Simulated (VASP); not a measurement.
# Ni (P6_3/mmc) in VASP: notebook, part 2 of 2

VASP 6.6.1. The steps go on from the part before.

## 6. Single point, PBE, collinear spin, ferromagnetic start

The input, INCAR:

```
PREC = Accurate
ENCUT = 520
EDIFF = 1E-6
ISMEAR = 0
SIGMA = 0.017
LREAL = False
LASPH = True
NELM = 150
ALGO = Normal
ISIF = 2
LWAVE = False
LCHARG = False
ISPIN = 2
MAGMOM = 1 1
LORBIT = 11
LMAXMIX = 4
GGA = PE
NBANDS = 21
```

The input, KPOINTS:

```
regular mesh
0
Gamma
  12 12 7
```

The input, POSCAR:

```
Ni
1.0
    2.4480228978      0.0000000000      0.0000000000
   -1.2240114489      2.1200500186      0.0000000000
    0.0000000000      0.0000000000      4.0728075700
Ni
2
Direct
    0.6666666667      0.3333333333      0.7500000000
    0.3333333333      0.6666666667      0.2500000000
```

Potentials or basis: VASP PAW PBE potentials, release 64 (Ni).

Run with:

```bash
cat potpaw_PBE.64/Ni/POTCAR > POTCAR
mpirun -np 1 vasp_std > vasp.out
```

OUTCAR:

```text
PREC = Accurate
   ENCUT = 520
   EDIFF = 1E-6
   ISMEAR = 0
   LREAL = False
   LASPH = True
   NELM = 150
   ISIF = 2
   ISPIN = 2
   LORBIT = 11
   GGA = PE

 ion  position               nearest neighbor table
   1  0.667  0.333  0.750-   2 2.48   2 2.48   2 2.48   2 2.48   2 2.48   2 2.48
   2  0.333  0.667  0.250-   1 2.48   1 2.48   1 2.48   1 2.48   1 2.48   1 2.48

  LATTYP: Found a hexagonal cell.
 ALAT       =     2.4480228978
 C/A-ratio  =     1.6637130207

  Lattice vectors:

 A1 = (   2.4480228978,   0.0000000000,   0.0000000000)
 A2 = (  -1.2240114489,   2.1200500186,   0.0000000000)
 A3 = (   0.0000000000,   0.0000000000,   4.0728075700)

Analysis of symmetry for initial positions (statically):
=====================================================================
 Subroutine PRICEL returns:
 Original cell was already a primitive cell.

 Routine SETGRP: Setting up the symmetry group for a
 hexagonal supercell.

 Subroutine GETGRP returns: Found 24 space group operations
 (whereof 12 operations were pure point group operations)
 out of a pool of 24 trial point group operations.

The static configuration has the point symmetry D_3d.
 The point group associated with its full space group is D_6h.

Analysis of symmetry for dynamics (positions and initial velocities):
=====================================================================
 Subroutine PRICEL returns:
 Original cell was already a primitive cell.

 Routine SETGRP: Setting up the symmetry group for a
 hexagonal supercell.

 Subroutine GETGRP returns: Found 24 space group operations
 (whereof 12 operations were pure point group operations)
 out of a pool of 24 trial point group operations.

The dynamic configuration has the point symmetry D_3d.
 The point group associated with its full space group is D_6h.

Analysis of structural, dynamic, and magnetic symmetry:
=====================================================================
 Subroutine PRICEL returns:
 Original cell was already a primitive cell.

[... 143 lines left out ...]
 maximum number of plane-waves:       586
   NGX =  9   NGY =  9   NGZ = 15

 number of electron      19.9999995 magnetization       1.2665773

 Free energy of the ion-electron system (eV)
  ---------------------------------------------------
  ext. energy  EPLUGINS =         0.00000000
  ---------------------------------------------------
  free energy    TOTEN  =       -10.86757491 eV

  energy without entropy =      -10.86686752  energy(sigma->0) =      -10.86722121

 E-fermi :   9.8227     XC(G=0): -13.4262

 val. band max:        9.8225221649   @ k =   0.5000  -0.0000   0.4286
 cond. band min:       9.8227380315   @ k =   0.3333   0.1667   0.0000
 fundamental gap:      0.0002158666
 Fermi energy:         9.8226686763

 spin component 1

 k-point     1 :       0.0000    0.0000    0.0000
  band No.  band energies     occupation
      1       0.5768      1.00000
      2       4.7776      1.00000
      3       7.2179      1.00000
      4       7.3850      1.00000
      5       7.3850      1.00000
      6       7.6483      1.00000
[... 565 lines left out ...]
     20      34.8861      0.00000
     21      37.9676      0.00000

 [... further k-points ...]

 spin component 2

 k-point     1 :       0.0000    0.0000    0.0000
  band No.  band energies     occupation
      1       0.5490      1.00000
      2       5.1939      1.00000
      3       7.9541      1.00000
      4       8.0764      1.00000
      5       8.0764      1.00000
      6       8.3586      1.00000
[... 565 lines left out ...]
     20      34.9805      0.00000
     21      38.0252      0.00000

 [... further k-points ...]
[... 5 lines left out ...]
  --------------------------------------------------------------------------------------
  -------------------------------------------------------------------------------------
  Total        1.0599411      1.0599411      0.5991584      0.0000000      0.0000000      0.0000000
  in kB       80.3409266     80.3409266     45.4147347      0.0000000      0.0000000      0.0000000
  external PRESSURE =      68.6988626 kB  Pullay stress =       0.0000000 kB

 VOLUME and BASIS-vectors are now :
 -----------------------------------------------------------------------------
  energy-cutoff  :      520.00
  volume of cell :       21.14
      direct lattice vectors                 reciprocal lattice vectors
     2.448022898  0.000000000  0.000000000     0.408492911  0.235843492  0.000000000
    -1.224011449  2.120050019  0.000000000     0.000000000  0.471686984  0.000000000
     0.000000000  0.000000000  4.072807570     0.000000000  0.000000000  0.245530873

 POSITION                                       TOTAL-FORCE (eV/Angst)
 -----------------------------------------------------------------------------------
      1.22401      0.70668      3.05461        -0.000000      0.000000      0.000000
     -0.00000      1.41337      1.01820         0.000000     -0.000000      0.000000
 -----------------------------------------------------------------------------------
    total drift:                               -0.000000      0.000000     -0.000000

  FREE ENERGIE OF THE ION-ELECTRON SYSTEM (eV)
  ---------------------------------------------------
  free  energy   TOTEN  =       -10.8675749088 eV

  energy  without entropy=      -10.8668675209  energy(sigma->0) =      -10.86722121

 total charge

# of ion       s       p       d       tot
------------------------------------------
    1        0.509   0.524   8.331   9.364
    2        0.509   0.524   8.331   9.364
--------------------------------------------------
tot          1.019   1.048  16.662  18.728

 magnetization (x)

# of ion       s       p       d       tot
------------------------------------------
    1       -0.005  -0.025   0.672   0.642
    2       -0.005  -0.025   0.672   0.642
--------------------------------------------------
tot         -0.009  -0.050   1.343   1.284
```

stdout:

```text
POSCAR found type information on POSCAR Ni
 POSCAR found :  1 types and       2 ions
 scaLAPACK will be used
 LDA part: xc-table for (Slater+PW92), standard interpolation
 POSCAR, INCAR and KPOINTS ok, starting setup
 FFT: planning ... GRIDC
 FFT: planning ... GRID_SOFT
 FFT: planning ... GRID
 WAVECAR not read
 entering main loop
```

It took 25 s on 1 thread of Intel Xeon 6975P-C (Granite Rapids), shared host; peak memory 0.16 GiB.

Results:

```yaml
Free_energy: -10.8676 eV
Pressure: 6.9 GPa
Net_moment: 1.27 μB per cell
Site_moments: Ni +0.64 μB
Valence_electrons_inside_the_program's_atomic_spheres: Ni 9.36
```

Stress tensor (GPa, compression positive):
```
8.03 0.00 0.00
0.00 8.03 0.00
0.00 0.00 4.54
```

Levels at points of the mesh, in eV from the Fermi level:
Spin up:
```
           k point  band 7  band 8  band 9  band 10  band 11  band 12  band 13  band 14  band 15  band 16
(0.00, 0.00, 0.00)   -2.17   -1.65   -1.65    -0.72    -0.72    -0.57     5.57    23.05    25.30    25.30
(0.50, 0.00, 0.00)   -2.16   -0.61   -0.56    -0.49     1.20     3.16     9.41     9.97    12.52    13.52
```
Spin down:
```
           k point  band 7  band 8  band 9  band 10  band 11  band 12  band 13  band 14
(0.00, 0.00, 0.00)   -1.46   -1.00   -1.00    -0.62    -0.03    -0.03     6.01    22.92
(0.50, 0.00, 0.00)   -1.46    0.14    0.18     0.30     1.69     3.55     9.52    10.09
```

## 7. Summary

```tsv
level	potentials or basis	fixed moment (μB)	k mesh	cutoff (eV)	smearing	second run	gap on the mesh (eV)	pressure (GPa)	moment (μB)
LDA	VASP PAW LDA potentials, release 64 (Ni_sv_GW)	-	12 × 12 × 7	590	gaussian 0.1 eV	valence_matched	none	-14.8	1.20
PBEsol	VASP PAW PBE potentials, release 64 (Ni_sv_GW)	4.0	10 × 10 × 6	590	fermi-dirac 0.05 eV	valence_matched	-	20.9	4.00
PBE	VASP PAW PBE potentials, release 64 (Ni_sv_GW)	4.0	10 × 10 × 6	590	fermi-dirac 0.05 eV	valence_matched	-	31.1	4.00
PBE	VASP PAW PBE potentials, release 64 (Ni)	-	12 × 12 × 7	520	gaussian 0.016 eV	-	none	6.9	1.27
PBE	VASP PAW PBE potentials, release 64 (Ni)	-	12 × 12 × 7	520	gaussian 0.017 eV	-	none	6.9	1.27
```

Alike in all rows: task single point; spin collinear, ferromagnetic start; cell as given.

Caveats: the total moment is fixed, so each spin has its own Fermi level (some runs); the PAW data sets were made with another functional, which shifts forces and pressure a little (some runs).

Total energies depend on the potentials used, so only differences within one code and one set of settings carry meaning.
